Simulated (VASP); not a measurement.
# BiTe2 in VASP: a series of runs

The runs below take BiTe2 through single point, with PBE, PBEsol.

All numbers are computed with VASP 6.6.1; they aren't measurements. Logs are shortened: lines on timing, memory, paths and dates and some standing lists are left out, and cuts for length are marked.

## 1. The cell of the first run

The cell holds a slab with vacuum, 6 atoms: a = 4.381 Å, b = 4.381 Å, c = 25.108 Å, α = 90.00°, β = 90.00°, γ = 120.00°.

## 2. Single point, PBE

INCAR

```
SYSTEM = BiTe2
PREC     = Accurate       ! precision mode
ENCUT    = 400            ! plane-wave cutoff, eV
EDIFF    = 1E-6           ! SCF threshold, eV
ISMEAR   = 1              ! smearing method
SIGMA    = 0.05           ! smearing width, eV
LREAL    = .False.        ! projectors in reciprocal space
LASPH    = .True.         ! aspherical terms in the spheres
NELM     = 120            ! most SCF steps
ALGO     = Normal         ! electronic algorithm
ISIF     = 2              ! what is computed and relaxed
LWAVE    = .False.        ! write WAVECAR
LCHARG   = .False.        ! write CHGCAR
LDIPOL   = .True.       
IDIPOL   = 3            
DIPOL    = 0.5 0.5 0.500
GGA      = PE             ! functional
NBANDS   = 36             ! bands
GGA_COMPAT= .False.      
NELMDL   = -8
```

KPOINTS

```
Automatic mesh
0
Gamma
  9 9 1
  0 0 0
```

POSCAR

```
BiTe2
1.0
    4.3808388080      0.0000000000      0.0000000000
   -2.1904194040      3.7939176976      0.0000000000
    0.0000000000      0.0000000000     25.1077656495
Te Bi
4 2
Direct
    0.6666666667      0.3333333333      0.3108341354
    0.3333333333      0.6666666667      0.4562133632
    0.6666666667      0.3333333333      0.5437866333
    0.3333333333      0.6666666667      0.6891658658
    0.0000000000      0.0000000000      0.3816245114
    0.0000000000      0.0000000000      0.6183754909
```

Potentials or basis: VASP PAW PBE potentials, release 64 (Te, Bi_d).

The run is started by

```bash
$ cat potpaw_PBE.64/Te/POTCAR potpaw_PBE.64/Bi_d/POTCAR > POTCAR
$ mpirun -np 1 vasp_std > vasp.out
```

OUTCAR:

```text
SYSTEM = BiTe2
   PREC = Accurate
   ENCUT = 400
   EDIFF = 1E-6
   ISMEAR = 1
   LREAL = .False.
   LASPH = .True.
   NELM = 120
   ISIF = 2
   GGA = PE
   NELMDL = -8

 ion  position               nearest neighbor table
   1  0.667  0.333  0.311-   5 3.09   5 3.09   5 3.09
   2  0.333  0.667  0.456-   5 3.15   5 3.15   5 3.15   3 3.35   3 3.35   3 3.35
   3  0.667  0.333  0.544-   6 3.15   6 3.15   6 3.15   2 3.35   2 3.35   2 3.35
   4  0.333  0.667  0.689-   6 3.09   6 3.09   6 3.09
   5  0.000  0.000  0.382-   1 3.09   1 3.09   1 3.09   2 3.15   2 3.15   2 3.15
   6  0.000  0.000  0.618-   4 3.09   4 3.09   4 3.09   3 3.15   3 3.15   3 3.15

  LATTYP: Found a hexagonal cell.
 ALAT       =     4.3808388080
 C/A-ratio  =     5.7312689989

  Lattice vectors:

 A1 = (   4.3808388080,   0.0000000000,   0.0000000000)
 A2 = (  -2.1904194040,   3.7939176976,   0.0000000000)
 A3 = (   0.0000000000,   0.0000000000,  25.1077656495)

Analysis of symmetry for initial positions (statically):
=====================================================================
 Subroutine PRICEL returns:
 Original cell was already a primitive cell.

 Routine SETGRP: Setting up the symmetry group for a
 hexagonal supercell.

 Subroutine GETGRP returns: Found 12 space group operations
 (whereof 12 operations were pure point group operations)
 out of a pool of 24 trial point group operations.

The static configuration has the point symmetry D_3d.

Analysis of symmetry for dynamics (positions and initial velocities):
=====================================================================
 Subroutine PRICEL returns:
 Original cell was already a primitive cell.

 Routine SETGRP: Setting up the symmetry group for a
 hexagonal supercell.

 Subroutine GETGRP returns: Found 12 space group operations
 (whereof 12 operations were pure point group operations)
 out of a pool of 24 trial point group operations.

The dynamic configuration has the point symmetry D_3d.

 Subroutine INISYM returns: Found 12 space group operations
 (whereof 12 operations are pure point group operations),
 and found     1 'primitive' translations

----------------------------------------------------------------------------------------

                                     Primitive cell

  volume of cell :     417.3047

  direct lattice vectors                    reciprocal lattice vectors
     4.380838808  0.000000000  0.000000000     0.228266787  0.131789891  0.000000000
    -2.190419404  3.793917698  0.000000000     0.000000000  0.263579782  0.000000000
     0.000000000  0.000000000 25.107765649     0.000000000  0.000000000  0.039828315

  length of vectors
     4.380838808  4.380838808 25.107765649     0.263579782  0.263579782  0.039828315

  position of ions in fractional coordinates (direct lattice)
     0.666666667  0.333333333  0.310834135
     0.333333333  0.666666667  0.456213363
     0.666666667  0.333333333  0.543786633
     0.333333333  0.666666667  0.689165866
     0.000000000  0.000000000  0.381624511
     0.000000000  0.000000000  0.618375491

  ion indices of the primitive-cell ions
   primitive index   ion index
                 1           1
                 2           2
                 3           3
                 4           4
                 5           5
                 6           6

----------------------------------------------------------------------------------------

 KPOINTS: Automatic mesh

Automatic generation of k-mesh.
 Grid dimensions read from file:
 generate k-points for:    9    9    1

 Generating k-lattice:

  Cartesian coordinates                     Fractional coordinates (reciprocal lattice)
     0.025362976  0.014643321  0.000000000     0.111111111  0.000000000  0.000000000
     0.000000000  0.029286642  0.000000000     0.000000000  0.111111111  0.000000000
     0.000000000  0.000000000  0.039828315     0.000000000  0.000000000  1.000000000

  Length of vectors
     0.029286642  0.029286642  0.039828315

  Shift w.r.t. Gamma in fractional coordinates (k-lattice)
     0.000000000  0.000000000  0.000000000

 Subroutine IBZKPT returns following result:
 ===========================================

 Found     12 irreducible k-points:

 Following reciprocal coordinates:
            Coordinates               Weight
  0.000000  0.000000  0.000000      1.000000
  0.111111  0.000000  0.000000      6.000000
  0.222222  0.000000  0.000000      6.000000
  0.333333  0.000000  0.000000      6.000000
  0.444444  0.000000  0.000000      6.000000
  0.111111  0.111111  0.000000      6.000000
  0.222222  0.111111  0.000000     12.000000
  0.333333  0.111111  0.000000     12.000000
  0.444444  0.111111  0.000000      6.000000
  0.222222  0.222222  0.000000      6.000000
  0.333333  0.222222  0.000000     12.000000
  0.333333  0.333333  0.000000      2.000000
   k-points           NKPTS =     12   k-points in BZ     NKDIM =     12   number of bands    NBANDS=     36
   number of dos      NEDOS =    301   number of ions     NIONS =      6
   total plane-waves  NPLWV = 151200
   dimension x,y,z NGX =    30 NGY =   30 NGZ =  168
   dimension x,y,z NGXF=    60 NGYF=   60 NGZF=  336
   ions per type =               4   2
   NGX,Y,Z   is equivalent  to a cutoff of  11.38, 11.38, 11.12 a.u.
   NGXF,Y,Z  is equivalent  to a cutoff of  22.77, 22.77, 22.25 a.u.
 SYSTEM =  BiTe2
   PREC   = accura    normal or accurate (medium, high low for compatibility)
   ISTART =      0    job   : 0-new  1-cont  2-samecut
   ICHARG =      2    charge: 1-file 2-atom 10-const
   ISPIN  =      1    spin polarized calculation?
   LNONCOLLINEAR =      F non collinear calculations
   LSORBIT =      F    spin-orbit coupling
   LASPH  =      T    aspherical Exc in radial PAW
   ENCUT  =  400.0 eV  29.40 Ry    5.42 a.u.   7.14  7.14 40.94*2*pi/ulx,y,z
   NELM   =    120;   NELMIN=  2; NELMDL= -8     # of ELM steps
   EDIFF  = 0.1E-05   stopping-criterion for ELM
   LREAL  =      F    real-space projection
   EDIFFG = 0.1E-04   stopping-criterion for IOM
   NSW    =      0    number of steps for IOM
   IBRION =     -1    ionic relax: 0-MD 1-quasi-New 2-CG
   NFREE  =      0    steps in history (QN), initial steepest desc. (CG)
   ISIF   =      2    stress and relaxation
   ISYM   =      2    0-nonsym 1-usesym 2-fastsym
   POTIM  = 0.5000    time-step for ionic-motion
   TEBEG  =    0.0;   TEEND  =   0.0 temperature during run
   PSTRESS=    0.0 pullay stress
   NELECT =      54.0000    total number of electrons
   NUPDOWN=      -1.0000    fix difference up-down
   EMIN   =  10.00;   EMAX   =-10.00  energy-range for DOS
   EFERMI =   0.00;   METHOD = LEGACY
   ISMEAR =     1;   SIGMA  =   0.05  broadening in eV -4-tet -1-fermi 0-gaus
   EFERMI_NEDOS =   21; number of points for ismear=-14 and -15
   IALGO  =     38    algorithm
   IMIX   =      4    mixing-type and parameters
     AMIX     =   0.40;   BMIX     =  1.00
     AMIX_MAG =   1.60;   BMIX_MAG =  1.00
  volume/ion in A,a.u.               =      69.55       469.35
  Fermi-wavevector in a.u.,A,eV,Ry     =   0.828047  1.564782  9.328996  0.685662
  Thomas-Fermi vector in A             =   1.940356
   LORBIT       =      0    0 simple, 1 ext, 2 COOP (PROOUT), +10 PAW based schemes
   GGA     = PE    functional components
   LHFCALC =     F    Hartree Fock is set to
   AEXX    =    0.0000 exact exchange contribution
   IVDW    =     0    specifies the selected vdW correction
   LEPSILON=     F    determine dielectric tensor
   LRPA    =     F    only Hartree local field effects (RPA)
 non-spin polarized calculation
 Methfessel and Paxton  Order N= 1 SIGMA  =   0.05
  energy-cutoff  :      400.00
  volume of cell :      417.30
 maximum number of plane-waves:      7635
 NGX is ok and might be reduce to    30
   NGX = 15   NGY = 15   NGZ = 81

 number of electron      54.0000020 magnetization

 dipolmoment           0.000000      0.000000     -0.000000 electrons x Angstroem

 Free energy of the ion-electron system (eV)
  ---------------------------------------------------
  ext. energy  EPLUGINS =         0.00000000
  ---------------------------------------------------
  free energy    TOTEN  =       -20.39601072 eV

  energy without entropy =      -20.39665863  energy(sigma->0) =      -20.39622669

 E-fermi :   0.1444     XC(G=0):  -5.0154

 val. band max:        0.1426104014   @ k =   0.4444   0.1111   0.0000
 cond. band min:       0.1724474979   @ k =   0.2222   0.1111   0.0000
 fundamental gap:      0.0298370965
 Fermi energy:         0.1444075807

 k-point     1 :       0.0000    0.0000    0.0000
  band No.  band energies     occupation
      1     -22.7329      2.00000
      2     -22.7329      2.00000
      3     -22.7329      2.00000
      4     -22.7329      2.00000
      5     -22.7231      2.00000
      6     -22.7230      2.00000
[... 28 lines left out ...]
     35       4.7902      0.00000
     36       4.9021      0.00000

 k-point     2 :       0.1111    0.0000    0.0000
  band No.  band energies     occupation
      1     -22.7339      2.00000
      2     -22.7339      2.00000
      3     -22.7317      2.00000
      4     -22.7316      2.00000
      5     -22.7223      2.00000
      6     -22.7221      2.00000
[... 28 lines left out ...]
     35       4.8886      0.00000
     36       5.0159      0.00000

 k-point     3 :       0.2222    0.0000    0.0000
  band No.  band energies     occupation
      1     -22.7369      2.00000
      2     -22.7369      2.00000
      3     -22.7291      2.00000
      4     -22.7290      2.00000
      5     -22.7221      2.00000
      6     -22.7221      2.00000
[... 28 lines left out ...]
     35       4.3700      0.00000
     36       5.1913      0.00000
[... 274 lines left out ...]
 k-point    11 :       0.3333    0.2222    0.0000
  band No.  band energies     occupation
      1     -22.7389      2.00000
      2     -22.7388      2.00000
      3     -22.7311      2.00000
      4     -22.7310      2.00000
      5     -22.7213      2.00000
      6     -22.7213      2.00000
[... 28 lines left out ...]
     35       4.8117      0.00000
     36       5.6985      0.00000

 k-point    12 :       0.3333    0.3333    0.0000
  band No.  band energies     occupation
      1     -22.7356      2.00000
      2     -22.7356      2.00000
      3     -22.7345      2.00000
      4     -22.7345      2.00000
      5     -22.7181      2.00000
      6     -22.7181      2.00000
[... 28 lines left out ...]
     35       5.9591      0.00000
     36       6.3301      0.00000

------------------------ aborting loop because EDIFF is reached ----------------------------------------

 vacuum level on the upper side and lower side of the slab       (xc-potential included)        -0.155        -0.155

  FORCE on cell =-STRESS in cart. coord.  units (eV):
  Direction    XX          YY          ZZ          XY          YZ          ZX
  --------------------------------------------------------------------------------------
  -------------------------------------------------------------------------------------
  Total        0.8483995      0.8483995      2.7728617      0.0000000      0.0000000     -0.0000000
  in kB        3.2572999      3.2572999     10.6459775      0.0000000      0.0000000     -0.0000000
  external PRESSURE =       5.7201924 kB  Pullay stress =       0.0000000 kB

 VOLUME and BASIS-vectors are now :
 -----------------------------------------------------------------------------
  energy-cutoff  :      400.00
  volume of cell :      417.30
      direct lattice vectors                 reciprocal lattice vectors
     4.380838808  0.000000000  0.000000000     0.228266787  0.131789891  0.000000000
    -2.190419404  3.793917698  0.000000000     0.000000000  0.263579782  0.000000000
     0.000000000  0.000000000 25.107765649     0.000000000  0.000000000  0.039828315

 POSITION                                       TOTAL-FORCE (eV/Angst)
 -----------------------------------------------------------------------------------
      2.19042      1.26464      7.80435         0.000000     -0.000000     -0.297756
     -0.00000      2.52928     11.45450         0.000000      0.000000      0.022486
      2.19042      1.26464     13.65327        -0.000000      0.000000     -0.022486
     -0.00000      2.52928     17.30342        -0.000000      0.000000      0.297756
      0.00000      0.00000      9.58174         0.000000      0.000000     -0.011586
      0.00000      0.00000     15.52603        -0.000000     -0.000000      0.011586
 -----------------------------------------------------------------------------------
    total drift:                               -0.000000      0.000000     -0.000055

  FREE ENERGIE OF THE ION-ELECTRON SYSTEM (eV)
  ---------------------------------------------------
  free  energy   TOTEN  =       -20.3960107180 eV

  energy  without entropy=      -20.3966586348  energy(sigma->0) =      -20.39622669

 vacuum level on the upper side and lower side of the slab         5.253         5.253
```

Run time: 4.2 min. Hardware: 1 thread of Intel Xeon 8259CL, shared host; peak memory 0.44 GiB.

What came out:

```
Free energy            : -20.3960 eV
Largest force          : 0.298 eV/Å
Band gap on the k mesh : zero (bands 27 and 28 overlap by 0.28 eV)
```

Forces in eV/Å, atoms in the order of the input:
```
Te   0.000  0.000 -0.298
Te   0.000  0.000  0.022
Te   0.000  0.000 -0.022
Te   0.000  0.000  0.298
Bi   0.000  0.000 -0.012
Bi   0.000  0.000  0.012
```

Caveat: spin-orbit coupling is left out, which moves the levels of the heavy elements.

## 3. Single point, PBEsol

This run uses another cell than the first one.

INCAR

```
SYSTEM = BiTe2
PREC = Accurate
ENCUT = 400
EDIFF = 1E-6
ISMEAR = -5
SIGMA = 0.05
LREAL = .FALSE.
LASPH = .TRUE.
NELM = 120
ALGO = Normal
ISIF = 2
LWAVE = .FALSE.
LCHARG = .TRUE.
LDIPOL = .TRUE.
IDIPOL = 3
DIPOL = 0.5 0.5 0.500
GGA = PS
LELF = .TRUE.
LVHAR = .TRUE.
LVACPOTAV = .TRUE.
NBANDS = 36
GGA_COMPAT = .FALSE.
NELMDL = -8
```

KPOINTS

```
regular mesh
0
G
  9 9 1
  0 0 0
```

POSCAR

```
BiTe2
1.0
    4.3808388080      0.0000000000      0.0000000000
   -2.1904194040      3.7939176976      0.0000000000
    0.0000000000      0.0000000000     32.1077656495
Te Bi
4 2
Direct
    0.6666666667      0.3333333333      0.3425962467
    0.3333333333      0.6666666667      0.4590690257
    0.6666666667      0.3333333333      0.5409309743
    0.3333333333      0.6666666667      0.6574037533
    0.0000000000      0.0000000000      0.4053925204
    0.0000000000      0.0000000000      0.5946074796
```

Potentials or basis: VASP PAW PBE potentials, release 64 (Te, Bi_d).

The run is started by

```bash
$ cat potpaw_PBE.64/Te/POTCAR potpaw_PBE.64/Bi_d/POTCAR > POTCAR
$ mpirun -np 1 vasp_std > vasp.out
```

Run time: 6.4 min. Hardware: 1 thread of Intel Xeon 8259CL, shared host; peak memory 0.49 GiB.

The run converged. Its results:

```yaml
Free_energy: -22.2393 eV
Largest_force: 1.063 eV/Å
Band_gap_on_the_k_mesh: zero (bands 27 and 28 overlap by 0.29 eV)
```

Forces in eV/Å, atoms in the order of the input:
```
Te   0.000  0.000  0.639
Te   0.000  0.000  0.717
Te   0.000  0.000 -0.717
Te   0.000  0.000 -0.639
Bi   0.000  0.000 -1.063
Bi   0.000  0.000  1.063
```

Levels at points of the mesh, in eV from the Fermi level:
| k point | band 24 | band 25 | band 26 | band 27 | band 28 | band 29 | band 30 | band 31 |
| --- | --- | --- | --- | --- | --- | --- | --- | --- |
| (0.00, 0.00, 0.00) | -0.14 | -0.14 | 0.02 | 0.02 | 0.32 | 1.43 | 1.68 | 1.85 |

Caveat: the PAW data sets were made with another functional, which shifts forces and pressure a little; spin-orbit coupling is left out, which moves the levels of the heavy elements; tetrahedron occupations give inexact forces and stress in metals.

The gap in the log of VASP goes by the Fermi energy; the results here count the filled bands.